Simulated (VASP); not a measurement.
# Zr (Cmcm) in VASP: further runs

Zr is run at these levels: PBEsol; tasks: single point.

All numbers are computed with VASP 6.6.1; they aren't measurements. Logs are shortened: lines on timing, memory, paths and dates and some standing lists are left out, and cuts for length are marked.

## 1. The cell of the first run

Symmetry: Cmcm, No. 63, orthorhombic system. The conventional cell has a = 3.232 Å, b = 5.598 Å, c = 5.147 Å, α = 90.00°, β = 90.00°, γ = 90.00°. Zr (site symmetry m2m) has 12 Zr at 3.14 to 3.27 Å within 4.1 Å.

## 2. Single point, PBEsol (atom 1 (Zr) moved by (-0.150, +0.000) A along y and z)

Contents of INCAR:

```
SYSTEM = Zr
PREC = Accurate ; ENCUT = 520
EDIFF = 1E-7 ; ISMEAR = 0
SIGMA = 0.15 ; LREAL = .FALSE.
LASPH = .TRUE. ; NELM = 80
ALGO = Fast ; ISIF = 2
LWAVE = .FALSE. ; LCHARG = .FALSE.
GGA = PS ; NBANDS = 19
```

Contents of KPOINTS:

```
regular mesh
0
G
  18 18 10
  0 0 0
```

Contents of POSCAR:

```
Zr
1.0
    3.2319982225      0.0000000000      0.0000000000
   -1.6159991112      2.7989925657      0.0000000000
    0.0000000000      0.0000000000      5.1470000000
Zr
2
Direct
    0.3065379781      0.6130759563      0.2500000000
    0.6666666667      0.3333333333      0.7500000000
```

Potentials or basis: VASP PAW PBE potentials, release 64 (Zr_sv).

Started as:

```bash
> cat potpaw_PBE.64/Zr_sv/POTCAR > POTCAR
> mpirun -np 1 vasp_std > vasp.out
```

OUTCAR:

```text
SYSTEM = Zr
   PREC = Accurate
   ENCUT = 520
   EDIFF = 1E-7
   ISMEAR = 0
   LREAL = .FALSE.
   LASPH = .TRUE.
   NELM = 80
   ISIF = 2
   GGA = PS

 ion  position               nearest neighbor table
   1  0.307  0.613  0.250-   2 3.14   2 3.14   2 3.14   2 3.14   2 3.27   2 3.27
   2  0.667  0.333  0.750-   1 3.14   1 3.14   1 3.14   1 3.14   1 3.27   1 3.27

  LATTYP: Found a hexagonal cell.
 ALAT       =     3.2319982225
 C/A-ratio  =     1.5925132521

  Lattice vectors:

 A1 = (   3.2319982225,   0.0000000000,   0.0000000000)
 A2 = (  -1.6159991112,   2.7989925657,   0.0000000000)
 A3 = (   0.0000000000,   0.0000000000,   5.1470000000)

Analysis of symmetry for initial positions (statically):
=====================================================================
 Subroutine PRICEL returns:
 Original cell was already a primitive cell.

 Routine SETGRP: Setting up the symmetry group for a
 hexagonal supercell.

 Subroutine GETGRP returns: Found  8 space group operations
 (whereof  2 operations were pure point group operations)
 out of a pool of 24 trial point group operations.

The static configuration has the point symmetry C_1h.
 The point group associated with its full space group is D_2h.

Analysis of symmetry for dynamics (positions and initial velocities):
=====================================================================
 Subroutine PRICEL returns:
 Original cell was already a primitive cell.

 Routine SETGRP: Setting up the symmetry group for a
 hexagonal supercell.

 Subroutine GETGRP returns: Found  8 space group operations
 (whereof  2 operations were pure point group operations)
 out of a pool of 24 trial point group operations.

The dynamic configuration has the point symmetry C_1h.
 The point group associated with its full space group is D_2h.

 Subroutine INISYM returns: Found  8 space group operations
 (whereof  2 operations are pure point group operations),
 and found     1 'primitive' translations

----------------------------------------------------------------------------------------

                                     Primitive cell

  volume of cell :      46.5615

  direct lattice vectors                    reciprocal lattice vectors
     3.231998223  0.000000000  0.000000000     0.309406111  0.178635701  0.000000000
    -1.615999111  2.798992566  0.000000000     0.000000000  0.357271403  0.000000000
     0.000000000  0.000000000  5.147000000     0.000000000  0.000000000  0.194287935

  length of vectors
     3.231998223  3.231998222  5.147000000     0.357271403  0.357271403  0.194287935

  position of ions in fractional coordinates (direct lattice)
     0.306537978  0.613075956  0.250000000
     0.666666667  0.333333333  0.750000000

  ion indices of the primitive-cell ions
   primitive index   ion index
                 1           1
                 2           2

----------------------------------------------------------------------------------------

 KPOINTS: regular mesh

Automatic generation of k-mesh.
 Grid dimensions read from file:
 generate k-points for:   18   18   10

 Generating k-lattice:

  Cartesian coordinates                     Fractional coordinates (reciprocal lattice)
     0.017189228  0.009924206  0.000000000     0.055555556  0.000000000  0.000000000
     0.000000000  0.019848411  0.000000000     0.000000000  0.055555556  0.000000000
     0.000000000  0.000000000  0.019428793     0.000000000  0.000000000  0.100000000

  Length of vectors
     0.019848411  0.019848411  0.019428793

  Shift w.r.t. Gamma in fractional coordinates (k-lattice)
     0.000000000  0.000000000  0.000000000

 Subroutine IBZKPT returns following result:
 ===========================================

 Found    546 irreducible k-points:

 Following reciprocal coordinates:
            Coordinates               Weight
  0.000000  0.000000  0.000000      1.000000
  0.055556 -0.000000  0.000000      4.000000
  0.000000  0.055556  0.000000      2.000000
  0.111111 -0.000000  0.000000      4.000000
  0.000000  0.111111  0.000000      2.000000
  0.166667 -0.000000  0.000000      4.000000
[... 16 lines left out ...]
 -0.055556  0.166667  0.000000      4.000000
 -0.166667  0.111111  0.000000      4.000000
 [... further k-points ...]
   k-points           NKPTS =    546   k-points in BZ     NKDIM =    546   number of bands    NBANDS=     19
   number of dos      NEDOS =    301   number of ions     NIONS =      2
   total plane-waves  NPLWV =  23040
   dimension x,y,z NGX =    24 NGY =   24 NGZ =   40
   dimension x,y,z NGXF=    48 NGYF=   48 NGZF=   80
   ions per type =               2
   NGX,Y,Z   is equivalent  to a cutoff of  12.35, 12.35, 12.92 a.u.
   NGXF,Y,Z  is equivalent  to a cutoff of  24.69, 24.69, 25.84 a.u.
 SYSTEM =  Zr
   PREC   = accura    normal or accurate (medium, high low for compatibility)
   ISTART =      0    job   : 0-new  1-cont  2-samecut
   ICHARG =      2    charge: 1-file 2-atom 10-const
   ISPIN  =      1    spin polarized calculation?
   LNONCOLLINEAR =      F non collinear calculations
   LSORBIT =      F    spin-orbit coupling
   LASPH  =      T    aspherical Exc in radial PAW
   ENCUT  =  520.0 eV  38.22 Ry    6.18 a.u.   6.01  6.01  9.57*2*pi/ulx,y,z
   NELM   =     80;   NELMIN=  2; NELMDL= -5     # of ELM steps
   EDIFF  = 0.1E-06   stopping-criterion for ELM
   LREAL  =      F    real-space projection
   EDIFFG = 0.1E-05   stopping-criterion for IOM
   NSW    =      0    number of steps for IOM
   IBRION =     -1    ionic relax: 0-MD 1-quasi-New 2-CG
   NFREE  =      0    steps in history (QN), initial steepest desc. (CG)
   ISIF   =      2    stress and relaxation
   ISYM   =      2    0-nonsym 1-usesym 2-fastsym
   POTIM  = 0.5000    time-step for ionic-motion
   TEBEG  =    0.0;   TEEND  =   0.0 temperature during run
   PSTRESS=    0.0 pullay stress
   NELECT =      24.0000    total number of electrons
   NUPDOWN=      -1.0000    fix difference up-down
   EMIN   =  10.00;   EMAX   =-10.00  energy-range for DOS
   EFERMI =   0.00;   METHOD = LEGACY
   ISMEAR =     0;   SIGMA  =   0.15  broadening in eV -4-tet -1-fermi 0-gaus
   EFERMI_NEDOS =   21; number of points for ismear=-14 and -15
   IALGO  =     68    algorithm
   IMIX   =      4    mixing-type and parameters
     AMIX     =   0.40;   BMIX     =  1.00
     AMIX_MAG =   1.60;   BMIX_MAG =  1.00
  volume/ion in A,a.u.               =      23.28       157.11
  Fermi-wavevector in a.u.,A,eV,Ry     =   1.312612  2.480476 23.442147  1.722949
  Thomas-Fermi vector in A             =   2.442992
   LORBIT       =      0    0 simple, 1 ext, 2 COOP (PROOUT), +10 PAW based schemes
   GGA     = PS    functional components
   LHFCALC =     F    Hartree Fock is set to
   AEXX    =    0.0000 exact exchange contribution
   IVDW    =     0    specifies the selected vdW correction
   LEPSILON=     F    determine dielectric tensor
   LRPA    =     F    only Hartree local field effects (RPA)
 non-spin polarized calculation
 RMM-DIIS sequential band-by-band and
 Gauss-broadening in eV      SIGMA  =   0.15
  energy-cutoff  :      520.00
  volume of cell :       46.56
 maximum number of plane-waves:      1284
   NGX = 13   NGY = 13   NGZ = 19

 number of electron      24.0000000 magnetization

 Free energy of the ion-electron system (eV)
  ---------------------------------------------------
  ext. energy  EPLUGINS =         0.00000000
  ---------------------------------------------------
  free energy    TOTEN  =       -18.14800504 eV

  energy without entropy =      -18.12315966  energy(sigma->0) =      -18.13558235

 E-fermi :   8.8381     XC(G=0): -11.2015

 val. band max:        8.8375284166   @ k =   0.0000   0.1667   0.2000
 cond. band min:       8.8399183129   @ k =  -0.2222  -0.3889   0.2000
 fundamental gap:      0.0023898963
 Fermi energy:         8.8381485432

 k-point     1 :       0.0000    0.0000    0.0000
  band No.  band energies     occupation
      1     -39.8705      2.00000
      2     -39.7120      2.00000
      3     -18.4294      2.00000
      4     -17.5736      2.00000
      5     -17.5175      2.00000
      6     -17.4239      2.00000
[... 11 lines left out ...]
     18      11.3646      0.00000
     19      12.8805      0.00000

 k-point     2 :       0.0556   -0.0000    0.0000
  band No.  band energies     occupation
      1     -39.8668      2.00000
      2     -39.7106      2.00000
      3     -18.4193      2.00000
      4     -17.5914      2.00000
      5     -17.5281      2.00000
      6     -17.4336      2.00000
[... 11 lines left out ...]
     18      11.2562      0.00000
     19      13.0018      0.00000

 k-point     3 :       0.0000    0.0556    0.0000
  band No.  band energies     occupation
      1     -39.8671      2.00000
      2     -39.7104      2.00000
      3     -18.4208      2.00000
      4     -17.5799      2.00000
      5     -17.5399      2.00000
      6     -17.4448      2.00000
[... 11 lines left out ...]
     18      11.2486      0.00000
     19      13.2159      0.00000

 k-point     4 :       0.1111   -0.0000    0.0000
  band No.  band energies     occupation
      1     -39.8562      2.00000
      2     -39.7067      2.00000
      3     -18.3898      2.00000
      4     -17.6467      2.00000
      5     -17.5540      2.00000
      6     -17.4863      2.00000
[... 407 lines left out ...]
     18      10.9736      0.00000
     19      13.6030      0.00000

 k-point    23 :      -0.0556    0.1667    0.0000
  band No.  band energies     occupation
      1     -39.8477      2.00000
      2     -39.7015      2.00000
      3     -18.3700      2.00000
      4     -17.6621      2.00000
      5     -17.6279      2.00000
      6     -17.5427      2.00000
[... 11 lines left out ...]
     18      11.0454      0.00000
     19      13.8047      0.00000

 k-point    24 :      -0.1667    0.1111    0.0000
  band No.  band energies     occupation
      1     -39.8456      2.00000
      2     -39.7035      2.00000
      3     -18.3584      2.00000
      4     -17.7025      2.00000
      5     -17.5892      2.00000
      6     -17.5153      2.00000
[... 11 lines left out ...]
     18      11.0773      0.00000
     19      13.2004      0.00000

 [... further k-points ...]

------------------------ aborting loop because EDIFF is reached ----------------------------------------

  FORCE on cell =-STRESS in cart. coord.  units (eV):
  Direction    XX          YY          ZZ          XY          YZ          ZX
  --------------------------------------------------------------------------------------
  -------------------------------------------------------------------------------------
  Total       -0.8140185     -1.2586173     -0.8495976     -0.0000000      0.0000000      0.0000000
  in kB      -28.0103040    -43.3089105    -29.2345766     -0.0000000      0.0000000      0.0000000
  external PRESSURE =     -33.5179304 kB  Pullay stress =       0.0000000 kB

 VOLUME and BASIS-vectors are now :
 -----------------------------------------------------------------------------
  energy-cutoff  :      520.00
  volume of cell :       46.56
      direct lattice vectors                 reciprocal lattice vectors
     3.231998223  0.000000000  0.000000000     0.309406111  0.178635701  0.000000000
    -1.615999111  2.798992566  0.000000000     0.000000000  0.357271403  0.000000000
     0.000000000  0.000000000  5.147000000     0.000000000  0.000000000  0.194287935

 POSITION                                       TOTAL-FORCE (eV/Angst)
 -----------------------------------------------------------------------------------
     -0.00000      1.71600      1.28675         0.000000      0.118849      0.000000
      1.61600      0.93300      3.86025        -0.000000     -0.118849      0.000000
 -----------------------------------------------------------------------------------
    total drift:                                0.000000      0.000000      0.000000

  FREE ENERGIE OF THE ION-ELECTRON SYSTEM (eV)
  ---------------------------------------------------
  free  energy   TOTEN  =       -18.1480050355 eV

  energy  without entropy=      -18.1231596587  energy(sigma->0) =      -18.13558235
```

It took 9.6 min on 1 thread of Intel Xeon Platinum 8259CL at 2.50GHz (Skylake/Cascade Lake), shared host; peak memory 0.47 GiB.

Results:

- Free energy: -18.1480 eV
- Pressure: -3.4 GPa
- Largest force: 0.119 eV/Å
- Band gap on the k mesh: zero (band 12 reaches 9.83 eV, above the bottom of band 13 at 8.49 eV)

Forces in eV/Å, atoms in the order of the input:
```
Zr   0.000  0.119  0.000
Zr   0.000 -0.119  0.000
```

Stress tensor (GPa, compression positive):
```
-2.80  0.00  0.00
 0.00 -4.33  0.00
 0.00  0.00 -2.92
```

Levels at points of the mesh, in eV from the Fermi level:
```
           k point  band 8  band 9  band 10  band 11  band 12  band 13  band 14  band 15  band 16  band 17
(0.00, 0.00, 0.00)  -26.22   -5.64    -3.01     0.80     0.87     0.99     1.21     1.60     1.71     1.85
(0.50, 0.00, 0.00)  -26.36   -2.52    -2.40    -1.98    -0.23     0.54     0.65     1.36     4.89     5.16
(0.00, 0.50, 0.00)  -26.35   -2.66    -2.56    -2.35    -0.07     0.45     1.34     1.64     5.06     5.22
(0.00, 0.00, 0.50)  -26.31   -3.93    -3.93     0.07     0.07     0.75     0.75     0.86     0.86     3.81
(0.50, 0.00, 0.50)  -26.44   -2.89    -2.89    -1.05    -1.05     1.67     1.67     2.33     2.33     5.14
(0.00, 0.50, 0.50)  -26.48   -2.75    -2.75    -1.08    -1.08     1.61     1.61     2.20     2.20     5.18
```

Caveat: the cell differs from its parent crystal (atom 1 (Zr) moved by (-0.150, +0.000) A along y and z); the PAW data sets were made with another functional, which shifts forces and pressure a little.

## 3. Single point, PBEsol (atom 1 (Zr) moved by (+0.150, +0.000) A along y and z)

Contents of INCAR:

```
SYSTEM = Zr
PREC = Accurate
ENCUT = 520
EDIFF = 1E-7
ISMEAR = 0
SIGMA = 0.15
LREAL = .FALSE.
LASPH = .TRUE.
NELM = 100
ALGO = Fast
ISIF = 2
LWAVE = .FALSE.
LCHARG = .TRUE.
GGA = PS
LELF = .TRUE.
LVHAR = .TRUE.
NBANDS = 19
```

KPOINTS is that of step 2.

POSCAR: that of step 2 with these lines changed.

```diff
@@ -8,3 +8,3 @@
 Direct
-    0.3065379781      0.6130759563      0.2500000000
+    0.3601286885      0.7202573771      0.2500000000
     0.6666666667      0.3333333333      0.7500000000
```

Potentials or basis: VASP PAW PBE potentials, release 64 (Zr_sv).

Started as:

```bash
> cat potpaw_PBE.64/Zr_sv/POTCAR > POTCAR
> mpirun -np 1 vasp_std > vasp.out
```

Wall time 10 min (1 thread of Intel Xeon Platinum 8259CL at 2.50GHz (Skylake/Cascade Lake), shared host); peak memory 0.47 GiB.

It converged, with:

- Free energy: -18.1475 eV
- Pressure: -3.4 GPa
- Largest force: 0.129 eV/Å
- Band gap on the k mesh: zero (band 12 reaches 9.89 eV, above the bottom of band 13 at 8.54 eV)

Forces on the atoms (eV/Å):
```
Zr   0.000 -0.129  0.000
Zr   0.000  0.129  0.000
```

Stress tensor (GPa, compression positive):
```
-4.57  0.00  0.00
 0.00 -2.59  0.00
 0.00  0.00 -2.95
```

Levels at points of the mesh, in eV from the Fermi level:
```csv
k point,band 9,band 10,band 11,band 12,band 13,band 14,band 15,band 16
"(0.00, 0.00, 0.00)",-5.64,-3.01,0.82,0.91,0.97,1.21,1.45,1.80
"(0.50, 0.00, 0.00)",-2.58,-2.53,-2.24,-0.12,0.55,1.07,1.50,4.99
"(0.00, 0.50, 0.00)",-2.54,-2.31,-1.84,-0.28,0.31,0.63,1.35,4.84
"(0.00, 0.00, 0.50)",-3.93,-3.93,0.06,0.06,0.73,0.73,0.88,0.88
"(0.50, 0.00, 0.50)",-2.80,-2.80,-1.08,-1.08,1.60,1.60,2.31,2.31
"(0.00, 0.50, 0.50)",-2.93,-2.93,-1.01,-1.01,1.71,1.71,2.26,2.26
```

Caveat: the cell differs from its parent crystal (atom 1 (Zr) moved by (+0.150, +0.000) A along y and z); the PAW data sets were made with another functional, which shifts forces and pressure a little.
